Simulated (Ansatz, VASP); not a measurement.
**Two plane-wave programs on SnTe**

```
Sn Te
1.0
     0.00000    3.49683    3.49683
     3.49683    0.00000    3.49683
     3.49683    3.49683    0.00000
Sn Te
1 1
Direct
  0.00000 0.00000 0.00000
  0.25000 0.25000 0.25000
```

Alike in both runs: functional LDA; k mesh 12 × 12 × 12; occupations fermi-dirac, width 0.1 eV; no spin polarisation.

Ansatz relaxed the structure, and its values are those at the end. VASP's run is a single point on that final structure, the one shown.

|  | VASP | Ansatz |
| --- | --- | --- |
| version | VASP 6.6.1 | Ansatz 0.2.0 |
| potentials or method | VASP PAW LDA potentials, release 64 (Sn_d, Te) | PAW with Ansatz's default frozen-core files, scalar-relativistic |
| plane-wave cutoff (eV) | 520 | 420 |
| valence electrons in the cell | 20 | 30 |

VASP gave:

- pressure (GPa): 0.1

Question: Estimate Ansatz's values.

Answer: Pressure (GPa): 0.0.

LDA's correlation is that of Perdew and Zunger in VASP and of Perdew and Wang (1992) in Ansatz. VASP's potentials hold 20 valence electrons a cell and Ansatz's 30, so a difference there can come from the potentials and not from the codes.

Spin-orbit coupling is off throughout.
